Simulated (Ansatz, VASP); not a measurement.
# CdCu3Mo: VASP beside Ansatz

```
Cd Cu Mo
1.0
     2.65793    0.00000    0.00000
     0.00000    2.65793    0.00000
     0.00000    0.00000   10.70887
Cd Cu Mo
1 3 1
Cartesian
  1.3290 1.3290 3.2591
  2.6579 2.6579 5.4224
  0.0000 0.0000 7.8241
  2.6579 0.0000 1.0810
  1.3290 1.3290 9.8077
```

Alike in both runs: task single point; functional PBE; k mesh 8 × 8 × 2; occupations gaussian, width 0.2 eV; no spin polarisation.

|  | VASP | Ansatz |
| --- | --- | --- |
| version | VASP 6.6.1 | Ansatz 0.2.0 |
| potentials or method | VASP PAW PBE potentials, release 64 (Cd, Cu, Mo_sv), cutoff 520 eV | scalar-relativistic, plane waves, PAW |
| valence electrons in the cell | 59 | 91 |

|  | VASP | Ansatz | Ansatz less VASP |
| --- | --- | --- | --- |
| gap on the k mesh at the Fermi level (eV) | none | none | - |
| pressure (GPa) | 0.8 | 0.2 | -0.60 |
| traceless stress, the component that is largest in VASP (GPa) | 0.04 | 0.06 | +0.024 |
| rms of the force components (eV/Å) | 0.009 | 0.011 | +0.0017 |

Atom by atom the forces differ by 0.005 eV/Å (rms over components). A gap of «none» marks a metal or a gap that the smearing closes. With one functional, cell and mesh, what is left measures potentials, basis and numerics. VASP's potentials hold 59 valence electrons a cell and Ansatz's 91, so a difference there can come from the potentials and not from the codes.
